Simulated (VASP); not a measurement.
# MgB2 (P1) in VASP: a series of runs

The runs below take MgB2 through single point, with PBE.

Everything below comes from runs of VASP 6.6.1. Logs are shortened: lines on timing, memory, paths and dates and some standing lists are left out, and cuts for length are marked.

## Step 1: The cell of the first run

The typed cell holds 3 atoms: a = 3.085 Å, b = 3.085 Å, c = 3.523 Å, α = 90.00°, β = 90.00°, γ = 120.00°.

## Step 2: Single point, PBE

The input, INCAR:

```
ALGO = Normal
EDIFF = 1E-6
ENCUT = 600
GGA = PE
GGA_COMPAT = False
ISIF = 2
ISMEAR = -1
LASPH = True
LCHARG = False
LREAL = False
LWAVE = False
NBANDS = 11
NELM = 120
PREC = Accurate
SIGMA = 0.1
```

The input, KPOINTS:

```
k-points
0
Gamma
  5 5 4
```

The input, POSCAR:

```
MgB2
1.0
    3.0850000000      0.0000000000      0.0000000000
   -1.5425000000      2.6716880000      0.0000000000
    0.0000000000      0.0000000000      3.5230000000
Mg B
1 2
Direct
   -0.0097284736     -0.0013094975      0.0009509593
    0.3503246542      0.6767582707      0.5055235292
    0.6715486701      0.3261859799      0.4923383571
```

Potentials or basis: VASP PAW PBE potentials, release 64 (Mg, B).

Started as:

```
$ cat potpaw_PBE.64/Mg/POTCAR potpaw_PBE.64/B/POTCAR > POTCAR
$ mpirun -np 1 vasp_std > vasp.out
```

OUTCAR:

```text
EDIFF = 1E-6
   ENCUT = 600
   GGA = PE
   ISIF = 2
   ISMEAR = -1
   LASPH = True
   LREAL = False
   NELM = 120
   PREC = Accurate

 ion  position               nearest neighbor table
   1  0.990  0.999  0.001-   2 2.44   3 2.44   2 2.47   3 2.49   3 2.50   3 2.51   2 2.52   2 2.52
                             3 2.54   2 2.54   2 2.55   3 2.55
   2  0.350  0.677  0.506-   3 1.74   3 1.80   3 1.81   1 2.44   1 2.47   1 2.52   1 2.52   1 2.54
                             1 2.55
   3  0.672  0.326  0.492-   2 1.74   2 1.80   2 1.81   1 2.44   1 2.49   1 2.50   1 2.51   1 2.54
                             1 2.55

  LATTYP: Found a hexagonal cell.
 ALAT       =     3.0850000000
 C/A-ratio  =     1.1419773096

  Lattice vectors:

 A1 = (   3.0850000000,   0.0000000000,   0.0000000000)
 A2 = (  -1.5425000000,   2.6716880000,   0.0000000000)
 A3 = (   0.0000000000,   0.0000000000,   3.5230000000)

Analysis of symmetry for initial positions (statically):
=====================================================================
 Subroutine PRICEL returns:
 Original cell was already a primitive cell.

 Routine SETGRP: Setting up the symmetry group for a
 hexagonal supercell.

 Subroutine GETGRP returns: Found  1 space group operations
 (whereof  1 operations were pure point group operations)
 out of a pool of 24 trial point group operations.

The static configuration has the point symmetry C_1 .

Analysis of symmetry for dynamics (positions and initial velocities):
=====================================================================
 Subroutine PRICEL returns:
 Original cell was already a primitive cell.

 Routine SETGRP: Setting up the symmetry group for a
 hexagonal supercell.

 Subroutine GETGRP returns: Found  1 space group operations
 (whereof  1 operations were pure point group operations)
 out of a pool of 24 trial point group operations.

The dynamic configuration has the point symmetry C_1 .

 Subroutine INISYM returns: Found  1 space group operations
 (whereof  1 operations are pure point group operations),
 and found     1 'primitive' translations

----------------------------------------------------------------------------------------

                                     Primitive cell

  volume of cell :      29.0371

  direct lattice vectors                    reciprocal lattice vectors
     3.085000000  0.000000000  0.000000000     0.324149109  0.187147601  0.000000000
    -1.542500000  2.671688000  0.000000000     0.000000000  0.374295202  0.000000000
     0.000000000  0.000000000  3.523000000     0.000000000  0.000000000  0.283848992

  length of vectors
     3.085000000  3.084999679  3.523000000     0.374295163  0.374295202  0.283848992

  position of ions in fractional coordinates (direct lattice)
     0.990271526  0.998690502  0.000950959
     0.350324654  0.676758271  0.505523529
     0.671548670  0.326185980  0.492338357

  ion indices of the primitive-cell ions
   primitive index   ion index
                 1           1
                 2           2
                 3           3

----------------------------------------------------------------------------------------

 KPOINTS: k-points

Automatic generation of k-mesh.
 Grid dimensions read from file:
 generate k-points for:    5    5    4

 Generating k-lattice:

  Cartesian coordinates                     Fractional coordinates (reciprocal lattice)
     0.064829822  0.037429520  0.000000000     0.200000000  0.000000000  0.000000000
     0.000000000  0.074859040  0.000000000     0.000000000  0.200000000  0.000000000
     0.000000000  0.000000000  0.070962248     0.000000000  0.000000000  0.250000000

  Length of vectors
     0.074859033  0.074859040  0.070962248

  Shift w.r.t. Gamma in fractional coordinates (k-lattice)
     0.000000000  0.000000000  0.000000000

 Subroutine IBZKPT returns following result:
 ===========================================

 Found     51 irreducible k-points:

 Following reciprocal coordinates:
            Coordinates               Weight
  0.000000  0.000000  0.000000      1.000000
  0.200000  0.000000  0.000000      2.000000
  0.000000  0.200000  0.000000      2.000000
 -0.200000  0.200000  0.000000      2.000000
  0.400000  0.000000  0.000000      2.000000
  0.000000  0.400000  0.000000      2.000000
[... 16 lines left out ...]
 -0.400000  0.400000  0.250000      2.000000
 -0.400000 -0.000000  0.250000      2.000000
 [... further k-points ...]
   k-points           NKPTS =     51   k-points in BZ     NKDIM =     51   number of bands    NBANDS=     11
   number of dos      NEDOS =    301   number of ions     NIONS =      3
   total plane-waves  NPLWV =  21952
   dimension x,y,z NGX =    28 NGY =   28 NGZ =   28
   dimension x,y,z NGXF=    56 NGYF=   56 NGZF=   56
   ions per type =               1   2
   NGX,Y,Z   is equivalent  to a cutoff of  15.09, 15.09, 13.21 a.u.
   NGXF,Y,Z  is equivalent  to a cutoff of  30.18, 30.18, 26.43 a.u.
 SYSTEM =  unknown system
   PREC   = accura    normal or accurate (medium, high low for compatibility)
   ISTART =      0    job   : 0-new  1-cont  2-samecut
   ICHARG =      2    charge: 1-file 2-atom 10-const
   ISPIN  =      1    spin polarized calculation?
   LNONCOLLINEAR =      F non collinear calculations
   LSORBIT =      F    spin-orbit coupling
   LASPH  =      T    aspherical Exc in radial PAW
   ENCUT  =  600.0 eV  44.10 Ry    6.64 a.u.   6.16  6.16  7.04*2*pi/ulx,y,z
   NELM   =    120;   NELMIN=  2; NELMDL= -5     # of ELM steps
   EDIFF  = 0.1E-05   stopping-criterion for ELM
   LREAL  =      F    real-space projection
   EDIFFG = 0.1E-04   stopping-criterion for IOM
   NSW    =      0    number of steps for IOM
   IBRION =     -1    ionic relax: 0-MD 1-quasi-New 2-CG
   NFREE  =      0    steps in history (QN), initial steepest desc. (CG)
   ISIF   =      2    stress and relaxation
   ISYM   =      2    0-nonsym 1-usesym 2-fastsym
   POTIM  = 0.5000    time-step for ionic-motion
   TEBEG  =    0.0;   TEEND  =   0.0 temperature during run
   PSTRESS=    0.0 pullay stress
   NELECT =       8.0000    total number of electrons
   NUPDOWN=      -1.0000    fix difference up-down
   EMIN   =  10.00;   EMAX   =-10.00  energy-range for DOS
   EFERMI =   0.00;   METHOD = LEGACY
   ISMEAR =    -1;   SIGMA  =   0.10  broadening in eV -4-tet -1-fermi 0-gaus
   EFERMI_NEDOS =   21; number of points for ismear=-14 and -15
   IALGO  =     38    algorithm
   IMIX   =      4    mixing-type and parameters
     AMIX     =   0.40;   BMIX     =  1.00
     AMIX_MAG =   1.60;   BMIX_MAG =  1.00
  volume/ion in A,a.u.               =       9.68        65.32
  Fermi-wavevector in a.u.,A,eV,Ry     =   1.065255  2.013040 15.439463  1.134769
  Thomas-Fermi vector in A             =   2.200801
   LORBIT       =      0    0 simple, 1 ext, 2 COOP (PROOUT), +10 PAW based schemes
   GGA     = PE    functional components
   LHFCALC =     F    Hartree Fock is set to
   AEXX    =    0.0000 exact exchange contribution
   IVDW    =     0    specifies the selected vdW correction
   LEPSILON=     F    determine dielectric tensor
   LRPA    =     F    only Hartree local field effects (RPA)
 non-spin polarized calculation
  energy-cutoff  :      600.00
  volume of cell :       29.04
 maximum number of plane-waves:       986
 NGX is ok and might be reduce to    28
   NGX = 13   NGY = 13   NGZ = 15

 number of electron       8.0000000 magnetization

 Free energy of the ion-electron system (eV)
  ---------------------------------------------------
  ext. energy  EPLUGINS =         0.00000000
  ---------------------------------------------------
  free energy    TOTEN  =       -15.31026046 eV

  energy without entropy =      -15.29161456  energy(sigma->0) =      -15.30093751

 E-fermi :   5.3521     XC(G=0): -10.9085

 val. band max:        5.3353108596   @ k =   0.0000   0.0000   0.0000
 cond. band min:       5.3838084767   @ k =  -0.2000  -0.4000   0.2500
 fundamental gap:      0.0484976172
 Fermi energy:         5.3520818488

 k-point     1 :       0.0000    0.0000    0.0000
  band No.  band energies     occupation
      1      -7.1462      2.00000
      2       2.3299      2.00000
      3       5.3353      1.08366
      4       5.9400      0.00558
      5       6.9053      0.00000
      6      11.2030      0.00000
      7      11.9226      0.00000
      8      13.3353      0.00000
      9      15.2143      0.00000
     10      17.9008      0.00000
     11      21.3504      0.00000

 k-point     2 :       0.2000    0.0000    0.0000
  band No.  band energies     occupation
      1      -6.4545      2.00000
      2       2.9913      2.00000
      3       3.0053      2.00000
      4       4.3491      1.99991
      5       7.5195      0.00000
      6      10.7799      0.00000
      7      13.1187      0.00000
      8      14.2894      0.00000
      9      14.5188      0.00000
     10      19.3584      0.00000
     11      19.7550      0.00000

 k-point     3 :       0.0000    0.2000    0.0000
  band No.  band energies     occupation
      1      -6.4567      2.00000
      2       2.7764      2.00000
      3       3.0114      2.00000
      4       4.6292      1.99855
      5       7.5461      0.00000
      6      10.9833      0.00000
      7      12.9658      0.00000
      8      13.8873      0.00000
      9      14.4234      0.00000
     10      19.5678      0.00000
     11      20.0367      0.00000

 k-point     4 :      -0.2000    0.2000    0.0000
  band No.  band energies     occupation
      1      -6.4551      2.00000
      2       2.9361      2.00000
      3       2.9971      2.00000
      4       4.4349      1.99979
      5       7.5263      0.00000
      6      10.8042      0.00000
      7      13.0798      0.00000
      8      14.2031      0.00000
      9      14.5072      0.00000
     10      19.4216      0.00000
     11      19.8240      0.00000

 k-point     5 :       0.4000    0.0000    0.0000
  band No.  band energies     occupation
      1      -4.4411      2.00000
      2      -1.0588      2.00000
      3       3.1873      2.00000
      4       4.7580      1.99475
      5       8.8597      0.00000
      6       9.4412      0.00000
      7      10.2623      0.00000
      8      13.1830      0.00000
      9      17.8882      0.00000
     10      18.4726      0.00000
     11      19.4510      0.00000
[... 211 lines left out ...]
 k-point    21 :       0.4000    0.0000    0.2500
  band No.  band energies     occupation
      1      -4.0059      2.00000
      2      -0.6965      2.00000
      3       2.4600      2.00000
      4       3.3313      2.00000
      5       6.7468      0.00000
      6      10.2609      0.00000
      7      13.3107      0.00000
      8      15.2487      0.00000
      9      15.6528      0.00000
     10      17.2658      0.00000
     11      19.4868      0.00000

 k-point    22 :       0.0000    0.4000    0.2500
  band No.  band energies     occupation
      1      -4.0033      2.00000
      2      -0.8242      2.00000
      3       2.5399      2.00000
      4       3.5225      2.00000
      5       6.5979      0.00001
      6      10.3168      0.00000
      7      13.2368      0.00000
      8      15.3836      0.00000
      9      15.8214      0.00000
     10      17.2127      0.00000
     11      18.9711      0.00000

 k-point    23 :      -0.4000    0.4000    0.2500
  band No.  band energies     occupation
      1      -4.0051      2.00000
      2      -0.7301      2.00000
      3       2.4796      2.00000
      4       3.3876      2.00000
      5       6.7018      0.00000
      6      10.2667      0.00000
      7      13.3122      0.00000
      8      15.2522      0.00000
      9      15.6912      0.00000
     10      17.2430      0.00000
     11      19.3989      0.00000

 k-point    24 :      -0.4000   -0.0000    0.2500
  band No.  band energies     occupation
      1      -4.0056      2.00000
      2      -0.6978      2.00000
      3       2.4541      2.00000
      4       3.3314      2.00000
      5       6.7881      0.00000
      6      10.2219      0.00000
      7      13.1812      0.00000
      8      15.4212      0.00000
      9      15.6934      0.00000
     10      17.3027      0.00000
     11      19.3349      0.00000

 [... further k-points ...]

------------------------ aborting loop because EDIFF is reached ----------------------------------------

  FORCE on cell =-STRESS in cart. coord.  units (eV):
  Direction    XX          YY          ZZ          XY          YZ          ZX
  --------------------------------------------------------------------------------------
  -------------------------------------------------------------------------------------
  Total       -0.2572715     -0.1613222     -0.2021179      0.0037498     -0.0050276     -0.0108173
  in kB      -14.1954329     -8.9012529    -11.1522331      0.2069044     -0.2774096     -0.5968649
  external PRESSURE =     -11.4163063 kB  Pullay stress =       0.0000000 kB

 VOLUME and BASIS-vectors are now :
 -----------------------------------------------------------------------------
  energy-cutoff  :      600.00
  volume of cell :       29.04
      direct lattice vectors                 reciprocal lattice vectors
     3.085000000  0.000000000  0.000000000     0.324149109  0.187147601  0.000000000
    -1.542500000  2.671688000  0.000000000     0.000000000  0.374295202  0.000000000
     0.000000000  0.000000000  3.523000000     0.000000000  0.000000000  0.283848992

 POSITION                                       TOTAL-FORCE (eV/Angst)
 -----------------------------------------------------------------------------------
      1.51451      2.66819      0.00335         0.289537      0.035742     -0.046457
      0.03685      1.80809      1.78096        -0.262903     -0.566286     -0.419451
      1.56859      0.87147      1.73451        -0.026634      0.530544      0.465908
 -----------------------------------------------------------------------------------
    total drift:                                0.000051      0.000001     -0.000131

  FREE ENERGIE OF THE ION-ELECTRON SYSTEM (eV)
  ---------------------------------------------------
  free  energy   TOTEN  =       -15.3102604570 eV

  energy  without entropy=      -15.2916145583  energy(sigma->0) =      -15.30093751
```

Run time: 12 s. Hardware: 1 thread of Intel Xeon 6975P-C, shared host; peak memory 0.17 GiB.

Results:

* Free energy: -15.3103 eV
* Pressure: -1.1 GPa
* Largest force: 0.752 eV/Å
* Band gap on the k mesh: zero (band 4 reaches 6.33 eV, above the bottom of band 5 at 3.81 eV)

Forces in eV/Å, atoms in the order of the input:
```
Mg   0.290  0.036 -0.046
B   -0.263 -0.566 -0.419
B   -0.027  0.531  0.466
```

Stress tensor (GPa, compression positive):
```
-1.42  0.02 -0.06
 0.02 -0.89 -0.03
-0.06 -0.03 -1.12
```

Caveat: the k points lie up to 0.47 Å⁻¹ apart.

## Step 3: Single point, PBE

The input, INCAR:

```
SYSTEM = MgB2
  ALGO = Normal
  EDIFF = 1E-6
  ENCUT = 600
  GGA = PE
  GGA_COMPAT = .FALSE.
  ISIF = 2
  ISMEAR = -1
  LASPH = .TRUE.
  LCHARG = .FALSE.
  LREAL = .FALSE.
  LWAVE = .FALSE.
  NBANDS = 11
  NELM = 120
  PREC = Accurate
  SIGMA = 0.1
```

The input, KPOINTS:

```
k-points
0
G
  5 5 4
  0 0 0
```

The input, POSCAR:

```
MgB2
1.0
    3.0850000000      0.0000000000      0.0000000000
   -1.5425000000      2.6716880000      0.0000000000
    0.0000000000      0.0000000000      3.5230000000
Mg B
1 2
Direct
   -0.0107746771     -0.0014503627      0.0010519896
    0.3520626716      0.6777139977      0.5060420109
    0.6721629220      0.3255469724      0.4915927234
```

Potentials or basis: VASP PAW PBE potentials, release 64 (Mg, B).

Started as:

```
$ cat potpaw_PBE.64/Mg/POTCAR potpaw_PBE.64/B/POTCAR > POTCAR
$ mpirun -np 1 vasp_std > vasp.out
```

Wall time 11 s (1 thread of Intel Xeon 6975P-C, shared host); peak memory 0.17 GiB.

It converged, with:

```yaml
Free_energy: -15.3036 eV
Pressure: -1.1 GPa
Largest_force: 0.827 eV/Å
Band_gap_on_the_k_mesh: zero (band 4 reaches 6.37 eV, above the bottom of band 5 at 3.80 eV)
```

Forces on the atoms (eV/Å):
```
Mg   0.322  0.040 -0.051
B   -0.289 -0.623 -0.460
B   -0.033  0.583  0.511
```

Stress tensor (GPa, compression positive):
```
-1.37  0.02 -0.07
 0.02 -0.74 -0.03
-0.07 -0.03 -1.07
```

Levels at points of the mesh, in eV from the Fermi level:
```
           k point  band 1  band 2  band 3  band 4  band 5  band 6  band 7  band 8
(0.00, 0.00, 0.00)  -12.49   -3.01   -0.03    0.63    1.56    5.83    6.61    7.99
(0.00, 0.00, 0.50)  -11.21   -7.50    0.33    1.02    6.13    6.99    7.83    9.70
```

Caveat: the k points lie up to 0.47 Å⁻¹ apart.
